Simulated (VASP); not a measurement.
Input of a VASP 6.6.1 run:

Contents of INCAR:

```
ALGO = Normal
EDIFF = 1E-6
ENCUT = 520
GGA = PS
ISIF = 2
ISMEAR = -1
ISPIN = 2
LASPH = True
LCHARG = False
LMAXMIX = 4
LORBIT = 11
LREAL = False
LWAVE = False
MAGMOM = 1 1 1 1
NBANDS = 35
NELM = 150
PREC = Accurate
SIGMA = 0.05
```

The input KPOINTS:

```
k-points
0
Gamma
  7 7 7
```

File POSCAR:

```
Ti3Ni
1.0
    3.8819904398      0.0000000000      0.0000000000
    0.0000000000      3.8819904398      0.0000000000
    0.0000000000      0.0000000000      3.8819904398
Ni Ti
1 3
Direct
    0.0000000000      0.0000000000      0.0000000000
    0.5000000000      0.5000000000      0.0000000000
    0.5000000000      0.0000000000      0.5000000000
    0.0000000000      0.5000000000      0.5000000000
```

Potentials or basis: VASP PAW PBE potentials, release 64 (Ni, Ti_sv).

Command:

```console
$ cat potpaw_PBE.64/Ni/POTCAR potpaw_PBE.64/Ti_sv/POTCAR > POTCAR
$ mpirun -np 1 vasp_std > vasp.out
```

(1) Predict the pressure.

(2) What does it give for the band gap on the k mesh?

(3) Estimate the net moment.

Results:

(1) -0.1 GPa.

(2) zero (filled and empty bands overlap).

(3) 0.00 μB per cell.

Caveat: the PAW data sets were made with another functional, which shifts forces and pressure a little.
